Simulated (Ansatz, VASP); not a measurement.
**Se2O in VASP and in Ansatz**

```
CELL_PARAMETERS angstrom
1.71953 0.99277 4.81796
-1.71953 0.99277 4.81796
0.00000 -1.98554 4.81796
ATOMIC_POSITIONS crystal
Se 0.77422 0.77422 0.77422
Se 0.22578 0.22578 0.22578
O 0.00000 0.00000 0.00000
```

Alike in both runs: functional PBE; k mesh 18 × 18 × 18; occupations gaussian, width 0.1 eV; no spin polarisation.

Ansatz relaxed the structure, and its values are those at the end. VASP's run is a single point on that final structure, the one shown.

```csv
,VASP,Ansatz
version,VASP 6.6.1,Ansatz 0.2.0
potentials or method,"VASP PAW PBE potentials, release 64 (Se, O), cutoff 520 eV","scalar-relativistic, plane waves, PAW"
valence electrons in the cell,18,38
```

VASP gave:

- gap on the k mesh at the Fermi level (eV): none
- pressure (GPa): 0.0
- rms of the force components (eV/Å): 0.010

Question: What did Ansatz give for the same quantities?

Answer: gap on the k mesh at the Fermi level (eV): none; pressure (GPa): 0.0; rms of the force components (eV/Å): 0.000.

A gap of «none» marks a metal or a gap that the smearing closes. VASP's potentials hold 18 valence electrons a cell and Ansatz's 38, so a difference there can come from the potentials and not from the codes.
